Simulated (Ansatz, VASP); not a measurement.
## SnSe: VASP beside Ansatz

```
Sn Se
1.0
     2.15500   -5.85250    0.00000
     2.15500    5.85250    0.00000
     0.00000    0.00000    4.31800
Sn Se
2 2
Direct
  0.88000 0.12000 0.25000
  0.12000 0.88000 0.75000
  0.64400 0.35600 0.25000
  0.35600 0.64400 0.75000
```

Alike in both runs: task electric field gradients; functional PBE; k mesh 7 × 7 × 6; occupations fermi-dirac, width 0.03 eV; no spin polarisation.

|  | VASP | Ansatz |
| --- | --- | --- |
| version | VASP 6.6.1 | Ansatz 0.2.0 |
| potentials or method | VASP PAW PBE potentials, release 64 (Sn_d, Se), cutoff 520 eV | all-electron PAW with datasets made for the crystal, scalar-relativistic |

VASP gave:

* pressure (GPa): -0.5
* traceless stress, the component that is largest in VASP (GPa): 0.70
* rms of the force components (eV/Å): 0.110
* size of Vzz on the site where it differs most (V/Å²): 120.4

Problem. Estimate Ansatz's values.

Solution. Pressure (GPa): -0.5; traceless stress, the component that is largest in VASP (GPa): 0.67; rms of the force components (eV/Å): 0.115; size of Vzz on the site where it differs most (V/Å²): 126.7.

Atom by atom the forces differ by 0.006 eV/Å (rms over components). Ansatz ran all-electron here, and VASP with PAW potentials.
